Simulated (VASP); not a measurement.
# W (Im-3m) in VASP: a series of runs

Runs on W. Level: PBE. Tasks: single point.

Everything below comes from runs of VASP 6.6.1. Logs are shortened: lines on timing, memory, paths and dates and some standing lists are left out, and cuts for length are marked.

### Step 1. The cell of the first run

The structure is cubic, space group Im-3m (No. 229). The conventional cell has a = 3.141 Å, b = 3.141 Å, c = 3.141 Å, α = 90.00°, β = 90.00°, γ = 90.00°. W (site symmetry m-3m) has 14 W at 2.72 to 3.14 Å within 3.6 Å.

### Step 2. Single point, PBE

Contents of INCAR:

```
SYSTEM = W
PREC = Accurate
ENCUT = 520
EDIFF = 1E-7
ISMEAR = -1
SIGMA = 0.06122561905347299
LREAL = .False.
LASPH = .True.
NELM = 80
ALGO = Normal
ISIF = 2
LWAVE = .False.
LCHARG = .False.
GGA = PE
NBANDS = 13
```

Contents of KPOINTS:

```
regular mesh
0
Gamma
  16 16 16
  0 0 0
```

Contents of POSCAR:

```
W
1.0
   -1.5707222772      1.5707222772      1.5707222772
    1.5707222772     -1.5707222772      1.5707222772
    1.5707222772      1.5707222772     -1.5707222772
W
1
Direct
    0.0000000000      0.0000000000      0.0000000000
```

Potentials or basis: VASP PAW PBE potentials, release 64 (W_sv).

Run with:

```bash
$ cat potpaw_PBE.64/W_sv/POTCAR > POTCAR
$ mpirun -np 1 vasp_std > vasp.out
```

OUTCAR:

```text
SYSTEM = W
   PREC = Accurate
   ENCUT = 520
   EDIFF = 1E-7
   ISMEAR = -1
   LREAL = .False.
   LASPH = .True.
   NELM = 80
   ISIF = 2
   GGA = PE

 ion  position               nearest neighbor table
   1  0.000  0.000  0.000-

  LATTYP: Found a body centered cubic cell.
 ALAT       =     3.1414445544

  Lattice vectors:

 A1 = (  -1.5707222772,   1.5707222772,   1.5707222772)
 A2 = (   1.5707222772,  -1.5707222772,   1.5707222772)
 A3 = (   1.5707222772,   1.5707222772,  -1.5707222772)

Analysis of symmetry for initial positions (statically):
=====================================================================
 Subroutine PRICEL returns:
 Original cell was already a primitive cell.

 Routine SETGRP: Setting up the symmetry group for a
 body centered cubic supercell.

 Subroutine GETGRP returns: Found 48 space group operations
 (whereof 48 operations were pure point group operations)
 out of a pool of 48 trial point group operations.

The static configuration has the point symmetry O_h .

Analysis of symmetry for dynamics (positions and initial velocities):
=====================================================================
 Subroutine PRICEL returns:
 Original cell was already a primitive cell.

 Routine SETGRP: Setting up the symmetry group for a
 body centered cubic supercell.

 Subroutine GETGRP returns: Found 48 space group operations
 (whereof 48 operations were pure point group operations)
 out of a pool of 48 trial point group operations.

The dynamic configuration has the point symmetry O_h .

 Subroutine INISYM returns: Found 48 space group operations
 (whereof 48 operations are pure point group operations),
 and found     1 'primitive' translations

----------------------------------------------------------------------------------------

                                     Primitive cell

  volume of cell :      15.5009

  direct lattice vectors                    reciprocal lattice vectors
    -1.570722277  1.570722277  1.570722277     0.000000000  0.318324892  0.318324892
     1.570722277 -1.570722277  1.570722277     0.318324892  0.000000000  0.318324892
     1.570722277  1.570722277 -1.570722277     0.318324892  0.318324892  0.000000000

  length of vectors
     2.720570789  2.720570789  2.720570789     0.450179380  0.450179380  0.450179380

  position of ions in fractional coordinates (direct lattice)
     0.000000000  0.000000000  0.000000000

  ion indices of the primitive-cell ions
   primitive index   ion index
                 1           1

----------------------------------------------------------------------------------------

 KPOINTS: regular mesh

Automatic generation of k-mesh.
 Grid dimensions read from file:
 generate k-points for:   16   16   16

 Generating k-lattice:

  Cartesian coordinates                     Fractional coordinates (reciprocal lattice)
     0.000000000  0.019895306  0.019895306     0.062500000  0.000000000  0.000000000
     0.019895306  0.000000000  0.019895306     0.000000000  0.062500000  0.000000000
     0.019895306  0.019895306  0.000000000     0.000000000  0.000000000  0.062500000

  Length of vectors
     0.028136211  0.028136211  0.028136211

  Shift w.r.t. Gamma in fractional coordinates (k-lattice)
     0.000000000  0.000000000  0.000000000

 Subroutine IBZKPT returns following result:
 ===========================================

 Found    145 irreducible k-points:

 Following reciprocal coordinates:
            Coordinates               Weight
  0.000000  0.000000  0.000000      1.000000
  0.062500  0.000000  0.000000     12.000000
  0.125000  0.000000  0.000000     12.000000
  0.187500  0.000000  0.000000     12.000000
  0.250000  0.000000  0.000000     12.000000
  0.312500  0.000000  0.000000     12.000000
[... 16 lines left out ...]
  0.187500  0.187500  0.000000     24.000000
  0.250000  0.187500 -0.000000     48.000000
 [... further k-points ...]
   k-points           NKPTS =    145   k-points in BZ     NKDIM =    145   number of bands    NBANDS=     13
   number of dos      NEDOS =    301   number of ions     NIONS =      1
   total plane-waves  NPLWV =   8000
   dimension x,y,z NGX =    20 NGY =   20 NGZ =   20
   dimension x,y,z NGXF=    40 NGYF=   40 NGZF=   40
   ions per type =               1
   NGX,Y,Z   is equivalent  to a cutoff of  12.22, 12.22, 12.22 a.u.
   NGXF,Y,Z  is equivalent  to a cutoff of  24.44, 24.44, 24.44 a.u.
 SYSTEM =  W
   PREC   = accura    normal or accurate (medium, high low for compatibility)
   ISTART =      0    job   : 0-new  1-cont  2-samecut
   ICHARG =      2    charge: 1-file 2-atom 10-const
   ISPIN  =      1    spin polarized calculation?
   LNONCOLLINEAR =      F non collinear calculations
   LSORBIT =      F    spin-orbit coupling
   LASPH  =      T    aspherical Exc in radial PAW
   ENCUT  =  520.0 eV  38.22 Ry    6.18 a.u.   5.06  5.06  5.06*2*pi/ulx,y,z
   NELM   =     80;   NELMIN=  2; NELMDL= -5     # of ELM steps
   EDIFF  = 0.1E-06   stopping-criterion for ELM
   LREAL  =      F    real-space projection
   EDIFFG = 0.1E-05   stopping-criterion for IOM
   NSW    =      0    number of steps for IOM
   IBRION =     -1    ionic relax: 0-MD 1-quasi-New 2-CG
   NFREE  =      0    steps in history (QN), initial steepest desc. (CG)
   ISIF   =      2    stress and relaxation
   ISYM   =      2    0-nonsym 1-usesym 2-fastsym
   POTIM  = 0.5000    time-step for ionic-motion
   TEBEG  =    0.0;   TEEND  =   0.0 temperature during run
   PSTRESS=    0.0 pullay stress
   NELECT =      14.0000    total number of electrons
   NUPDOWN=      -1.0000    fix difference up-down
   EMIN   =  10.00;   EMAX   =-10.00  energy-range for DOS
   EFERMI =   0.00;   METHOD = LEGACY
   ISMEAR =    -1;   SIGMA  =   0.06  broadening in eV -4-tet -1-fermi 0-gaus
   EFERMI_NEDOS =   21; number of points for ismear=-14 and -15
   IALGO  =     38    algorithm
   IMIX   =      4    mixing-type and parameters
     AMIX     =   0.40;   BMIX     =  1.00
     AMIX_MAG =   1.60;   BMIX_MAG =  1.00
  volume/ion in A,a.u.               =      15.50       104.61
  Fermi-wavevector in a.u.,A,eV,Ry     =   1.582455  2.990407 34.071229  2.504165
  Thomas-Fermi vector in A             =   2.682376
   LORBIT       =      0    0 simple, 1 ext, 2 COOP (PROOUT), +10 PAW based schemes
   GGA     = PE    functional components
   LHFCALC =     F    Hartree Fock is set to
   AEXX    =    0.0000 exact exchange contribution
   IVDW    =     0    specifies the selected vdW correction
   LEPSILON=     F    determine dielectric tensor
   LRPA    =     F    only Hartree local field effects (RPA)
 non-spin polarized calculation
  energy-cutoff  :      520.00
  volume of cell :       15.50
 maximum number of plane-waves:       430
   NGX = 11   NGY = 11   NGZ = 11

 number of electron      14.0000005 magnetization

 Free energy of the ion-electron system (eV)
  ---------------------------------------------------
  ext. energy  EPLUGINS =         0.00000000
  ---------------------------------------------------
  free energy    TOTEN  =       -12.93342844 eV

  energy without entropy =      -12.92746245  energy(sigma->0) =      -12.93044544

 E-fermi :  11.8085     XC(G=0): -13.7674

 val. band max:       11.7805326100   @ k =  -0.1250   0.1875   0.0625
 cond. band min:      11.8092383224   @ k =  -0.3125   0.3125   0.1875
 fundamental gap:      0.0287057123
 Fermi energy:        11.8085086979

 k-point     1 :       0.0000    0.0000    0.0000
  band No.  band energies     occupation
      1     -62.3800      2.00000
      2     -25.9076      2.00000
      3     -25.9076      2.00000
      4     -25.9076      2.00000
      5       2.0096      2.00000
      6      10.5051      2.00000
      7      10.5051      2.00000
      8      10.5051      2.00000
      9      14.0874      0.00000
     10      14.0874      0.00000
     11      26.3372      0.00000
     12      26.3372      0.00000
     13      26.3372      0.00000

 k-point     2 :       0.0625    0.0000    0.0000
  band No.  band energies     occupation
      1     -62.3744      2.00000
      2     -25.9650      2.00000
      3     -25.9253      2.00000
      4     -25.9079      2.00000
      5       2.2043      2.00000
      6      10.3855      2.00000
      7      10.4775      2.00000
      8      10.6935      2.00000
      9      13.8949      0.00000
     10      14.0880      0.00000
     11      26.5058      0.00000
     12      26.6677      0.00000
     13      26.8245      0.00000

 k-point     3 :       0.1250    0.0000    0.0000
  band No.  band energies     occupation
      1     -62.3584      2.00000
      2     -26.1261      2.00000
      3     -25.9756      2.00000
      4     -25.9088      2.00000
      5       2.7594      2.00000
      6      10.0622      2.00000
      7      10.3516      2.00000
      8      11.2504      1.99978
      9      13.5234      0.00000
     10      14.1021      0.00000
     11      26.9071      0.00000
     12      27.6208      0.00000
     13      28.0154      0.00000
[... 305 lines left out ...]
 k-point    23 :       0.1875    0.1875    0.0000
  band No.  band energies     occupation
      1     -62.2712      2.00000
      2     -26.8614      2.00000
      3     -26.2450      2.00000
      4     -26.0095      2.00000
      5       5.7735      2.00000
      6       8.8197      2.00000
      7       9.2085      2.00000
      8      13.1033      0.00000
      9      14.8843      0.00000
     10      15.6195      0.00000
     11      25.9230      0.00000
     12      28.2698      0.00000
     13      30.6842      0.00000

 k-point    24 :       0.2500    0.1875   -0.0000
  band No.  band energies     occupation
      1     -62.2488      2.00000
      2     -26.9990      2.00000
      3     -26.3616      2.00000
      4     -26.0279      2.00000
      5       6.3380      2.00000
      6       8.5492      2.00000
      7       9.4122      2.00000
      8      13.3793      0.00000
      9      14.9846      0.00000
     10      17.2487      0.00000
     11      24.5049      0.00000
     12      27.2830      0.00000
     13      29.2396      0.00000

 [... further k-points ...]

------------------------ aborting loop because EDIFF is reached ----------------------------------------

  FORCE on cell =-STRESS in cart. coord.  units (eV):
  Direction    XX          YY          ZZ          XY          YZ          ZX
  --------------------------------------------------------------------------------------
  -------------------------------------------------------------------------------------
  Total        1.3164764      1.3164764      1.3164764      0.0000000      0.0000000     -0.0000000
  in kB      136.0709682    136.0709682    136.0709682      0.0000000      0.0000000     -0.0000000
  external PRESSURE =     136.0709682 kB  Pullay stress =       0.0000000 kB

 VOLUME and BASIS-vectors are now :
 -----------------------------------------------------------------------------
  energy-cutoff  :      520.00
  volume of cell :       15.50
      direct lattice vectors                 reciprocal lattice vectors
    -1.570722277  1.570722277  1.570722277     0.000000000  0.318324892  0.318324892
     1.570722277 -1.570722277  1.570722277     0.318324892  0.000000000  0.318324892
     1.570722277  1.570722277 -1.570722277     0.318324892  0.318324892  0.000000000

 POSITION                                       TOTAL-FORCE (eV/Angst)
 -----------------------------------------------------------------------------------
      0.00000      0.00000      0.00000        -0.000000      0.000000     -0.000000
 -----------------------------------------------------------------------------------
    total drift:                                0.000000     -0.000000      0.000000

  FREE ENERGIE OF THE ION-ELECTRON SYSTEM (eV)
  ---------------------------------------------------
  free  energy   TOTEN  =       -12.9334284360 eV

  energy  without entropy=      -12.9274624480  energy(sigma->0) =      -12.93044544
```

Run time: 29 s. Hardware: 1 thread of Intel Xeon 8259CL, shared host; peak memory 0.15 GiB.

What came out:

| Property | Result |
| --- | --- |
| Free energy | -12.9334 eV |
| Pressure | 13.6 GPa |
| Band gap on the k mesh | zero (band 7 reaches 17.10 eV, above the bottom of band 8 at 10.51 eV) |

Caveat: spin-orbit coupling is left out, which moves the levels of the heavy elements.

### Step 3. Single point, PBE

Contents of INCAR:

```
  PREC = Accurate
  ENCUT = 520
  EDIFF = 1E-6
  ISMEAR = -1
  SIGMA = 0.06122561905347299
  LREAL = F
  LASPH = T
  NELM = 100
  ALGO = Normal
  ISIF = 2
  LWAVE = F
  LCHARG = T
  GGA = PE
  LELF = T
  LVHAR = T
  NBANDS = 13
```

Contents of KPOINTS:

```
regular mesh
0
Gamma
  16 16 16
```

POSCAR is that of step 2.

Potentials or basis: VASP PAW PBE potentials, release 64 (W_sv).

Run with:

```bash
$ cat potpaw_PBE.64/W_sv/POTCAR > POTCAR
$ mpirun -np 1 vasp_std > vasp.out
```

Wall time 27 s (1 thread of Intel Xeon 8259CL, shared host); peak memory 0.15 GiB.

Results (log left out):

```yaml
Free_energy: -12.9334 eV
Pressure: 13.6 GPa
Band_gap_on_the_k_mesh: zero (band 7 reaches 17.10 eV, above the bottom of band 8 at 10.51 eV)
```

Levels at points of the mesh, in eV from the Fermi level:
```
           k point  band 3  band 4  band 5  band 6  band 7  band 8  band 9  band 10  band 11  band 12
(0.00, 0.00, 0.00)  -37.72  -37.72   -9.80   -1.30   -1.30   -1.30    2.28     2.28    14.53    14.53
(0.50, 0.00, 0.00)  -38.17  -37.72   -6.46   -3.72    0.72    2.19    3.19     6.32    11.42    11.51
(0.50, 0.50, 0.50)  -38.68  -38.68   -6.06   -6.06    5.30    5.30    5.30     8.39     8.39     8.39
```

Caveat: spin-orbit coupling is left out, which moves the levels of the heavy elements.
